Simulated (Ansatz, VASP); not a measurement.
**Ag in VASP and in Ansatz**

INCAR

```
SYSTEM = Ag
PREC     = Accurate       ! precision mode
ENCUT    = 520            ! plane-wave cutoff, eV
EDIFF    = 1E-6           ! SCF threshold, eV
ISMEAR   = 1              ! smearing method
SIGMA    = 0.2            ! smearing width, eV
LREAL    = .False.        ! projectors in reciprocal space
LASPH    = .True.         ! aspherical terms in the spheres
NELM     = 60             ! most SCF steps
ALGO     = Normal         ! electronic algorithm
ISIF     = 2              ! what is computed and relaxed
LWAVE    = .False.        ! write WAVECAR
LCHARG   = .False.        ! write CHGCAR
LDIPOL   = .True.       
IDIPOL   = 3            
DIPOL    = 0.5 0.5 0.500
GGA      = PS             ! functional
NBANDS   = 66             ! bands
```

The input KPOINTS:

```
regular mesh
0
Gamma
  12 8 1
  0 0 0
```

Contents of POSCAR:

```
Ag
1.0
    2.8670626724      0.0000000000      0.0000000000
    0.0000000000      4.6907149341      0.0000000000
    0.0000000000      0.0000000000     26.5870958398
Ag
10
Direct
    0.0000000000      0.2500000000      0.2820917352
    0.0000000000      0.7500000000      0.3443512394
    0.5000000000      0.2500000000      0.3754809916
    0.5000000000      0.7500000000      0.4377404958
    0.0000000000      0.2500000000      0.4688702479
    0.0000000000      0.7500000000      0.5311297521
    0.5000000000      0.2500000000      0.5622595042
    0.5000000000      0.7500000000      0.6245190084
    0.0000000000      0.2500000000      0.6556487606
    0.0000000000      0.7500000000      0.7179082648
```

Input for Ansatz:

```yaml
crystal:
  lattice:
    - [2.8670626724, 0.0, 0.0]
    - [0.0, 4.6907149341, 0.0]
    - [0.0, 0.0, 26.5870958398]
  atoms:
    - { symbol: Ag, position: [0.0, 0.25, 0.2820917352] }
    - { symbol: Ag, position: [0.0, 0.75, 0.3443512394] }
    - { symbol: Ag, position: [0.5, 0.25, 0.3754809916] }
    - { symbol: Ag, position: [0.5, 0.75, 0.4377404958] }
    - { symbol: Ag, position: [0.0, 0.25, 0.4688702479] }
    - { symbol: Ag, position: [0.0, 0.75, 0.5311297521] }
    - { symbol: Ag, position: [0.5, 0.25, 0.5622595042] }
    - { symbol: Ag, position: [0.5, 0.75, 0.6245190084] }
    - { symbol: Ag, position: [0.0, 0.25, 0.6556487606] }
    - { symbol: Ag, position: [0.0, 0.75, 0.7179082648] }
basis:
  ecutwfc: 420
kpoints:
  mp_grid: { grid: [12, 8, 1] }
hamiltonian:
  xc: pbesol
scf:
  occupations: { method: methfessel_paxton, width: 0.2 }
output:
  forces: true
  stress: true
  eigenvalues: true
efield:
  axis: 3
  dipole_correction: true
  ramp_width: 0.04
```

Alike in both runs: task single point; functional PBEsol; k mesh 12 × 8 × 1; occupations methfessel-paxton of order 1, width 0.2 eV; no spin polarisation.

|  | VASP | Ansatz |
| --- | --- | --- |
| version | VASP 6.6.1 | Ansatz 0.2.0 |
| potentials or method | VASP PAW PBE potentials, release 64 (Ag), cutoff 520 eV | scalar-relativistic, plane waves, PAW |
| valence electrons in the cell | 110 | 190 |

|  | VASP | Ansatz | Ansatz less VASP |
| --- | --- | --- | --- |
| gap on the k mesh at the Fermi level (eV) | none | none | - |
| rms of the force components (eV/Å) | 0.152 | 0.152 | -0.0005 |

VASP's potentials were made for PBE, not for PBEsol. Atom by atom the forces differ by 0.002 eV/Å (rms over components). A gap of «none» marks a metal or a gap that the smearing closes. VASP's potentials hold 110 valence electrons a cell and Ansatz's 190, so a difference there can come from the potentials and not from the codes.
